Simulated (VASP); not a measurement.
A run of VASP 6.6.1 is set up as follows.

File INCAR:

```
SYSTEM = Ga
  ALGO = Fast
  EDIFF = 1E-6
  ENCUT = 520
  GGA = PS
  ISIF = 2
  ISMEAR = -1
  LASPH = .True.
  LCHARG = .True.
  LELF = .True.
  LREAL = .False.
  LVHAR = .True.
  LWAVE = .False.
  NBANDS = 20
  NELM = 80
  PREC = Accurate
  SIGMA = 0.05
```

Contents of KPOINTS:

```
k-points
0
Gamma
  8 8 6
  0 0 0
```

The input POSCAR:

```
Ga
1.0
    1.3830000000     -4.0265000000      0.0000000000
    1.3830000000      4.0265000000      0.0000000000
   -0.1174474948      0.0000000000      3.3299294416
Ga
2
Direct
    0.1310000000      0.8690000000      0.7500000000
    0.8690000000      0.1310000000      0.2500000000
```

Potentials or basis: VASP PAW PBE potentials, release 64 (Ga_d).

The run is started by

```sh
$ cat potpaw_PBE.64/Ga_d/POTCAR > POTCAR
$ mpirun -np 1 vasp_std > vasp.out
```

Question: What does it give for the pressure?

Answer: -1.6 GPa.

Question: Predict the band gap on the k mesh.

Answer: Zero (band 13 reaches 9.49 eV, above the bottom of band 14 at 1.10 eV).

Question: What does it give for the largest force?

Answer: 0.208 eV/Å.

Forces in eV/Å, atoms in the order of the input:
```
Ga   0.000 -0.208  0.000
Ga   0.000  0.208  0.000
```

Caveat: the PAW data sets were made with another functional, which shifts forces and pressure a little.
